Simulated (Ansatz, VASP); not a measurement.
**One calculation of SrFeO4, two programs**

```
Sr Fe O
1.0
     3.58987    0.00000    0.00000
    -1.79493    3.10892    0.00000
     0.00000    0.00000    6.07781
Sr Fe O
1 1 4
Direct
  0.00000 0.00000 0.00000
  0.00000 0.00000 0.50000
  0.33333 0.66667 0.28326
  0.33333 0.66667 0.71674
  0.66667 0.33333 0.71674
  0.66667 0.33333 0.28326
```

Alike in both runs: functional PBE; k mesh 12 × 12 × 6; occupations gaussian, width 0.1 eV; collinear spin.

Ansatz relaxed the structure, and its values are those at the end. VASP's run is a single point on that final structure, the one shown.

|  | VASP | Ansatz |
| --- | --- | --- |
| version | VASP 6.6.1 | Ansatz 0.2.0 |
| potentials or method | VASP PAW PBE potentials, release 64 (Sr_sv, Fe, O), cutoff 520 eV | scalar-relativistic, plane waves, PAW |
| valence electrons in the cell | 42 | 50 |

|  | VASP | Ansatz | Ansatz less VASP |
| --- | --- | --- | --- |
| gap on the k mesh at the Fermi level (eV) | none | none | - |
| pressure (GPa) | 0.2 | 0.0 | -0.14 |
| rms of the force components (eV/Å) | 0.003 | 0.000 | -0.0031 |
| net moment per atom (μB) | 0.69 | 0.69 | +0.003 |
| size of the moment on the site where the two differ most (μB) | 3.67 | 3.66 | -0.004 |

Site moments also hang on the region over which each program counts them. A gap of «none» marks a metal or a gap that the smearing closes. VASP's potentials hold 42 valence electrons a cell and Ansatz's 50, so a difference there can come from the potentials and not from the codes. Ansatz's warnings: given moment on shells.
